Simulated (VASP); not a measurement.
Write the native input for VASP 6.6.1 that does the following.

| Property | Result |
| --- | --- |
| Task | single point |
| Functional | PBE |
| Potentials or basis | VASP PAW PBE potentials, release 64 (Al, P) |
| Cutoff | 500 eV |
| k mesh | 2 × 2 × 2 |
| Occupations | gaussian, width 0.01 eV |
| Spin | no spin polarisation |
| Dipole correction | no |
| Further INCAR settings | ALGO = Normal; EDIFF = 1e-06; NBANDS = 11 |

The structure of AlP lies in POSCAR:

```
AlP
1.0
    0.0000000000      2.7315000000      2.7315000000
    2.7315000000      0.0000000000      2.7315000000
    2.7315000000      2.7315000000      0.0000000000
Al P
1 1
Direct
    0.0000000000      0.0000000000      0.0000000000
    0.2500000000      0.2500000000      0.2500000000
```

One way to write it, as run:

INCAR

```
SYSTEM = AlP
ALGO = Normal
EDIFF = 1E-6
ENCUT = 500
GGA = PE
GGA_COMPAT = .FALSE.
ISIF = 2
ISMEAR = 0
LASPH = .TRUE.
LCHARG = .FALSE.
LREAL = .FALSE.
LWAVE = .FALSE.
NBANDS = 11
NELM = 120
PREC = Accurate
SIGMA = 0.01
```

KPOINTS

```
k-points
0
G
  2 2 2
  0 0 0
```

Potentials or basis: VASP PAW PBE potentials, release 64 (Al, P).

Run with:

```console
$ cat potpaw_PBE.64/Al/POTCAR potpaw_PBE.64/P/POTCAR > POTCAR
$ mpirun -np 1 vasp_std > vasp.out
```

It gave:

| Quantity | Value |
| --- | --- |
| Pressure | 8.1 GPa |
| Band gap on the k mesh | 1.38 eV, indirect (least direct gap 3.26 eV) |

Caveat: the k points lie up to 1.00 Å⁻¹ apart.

It took 5.8 s on 1 thread of Intel Xeon 8259CL, on a shared host, peak memory 0.14 GiB.
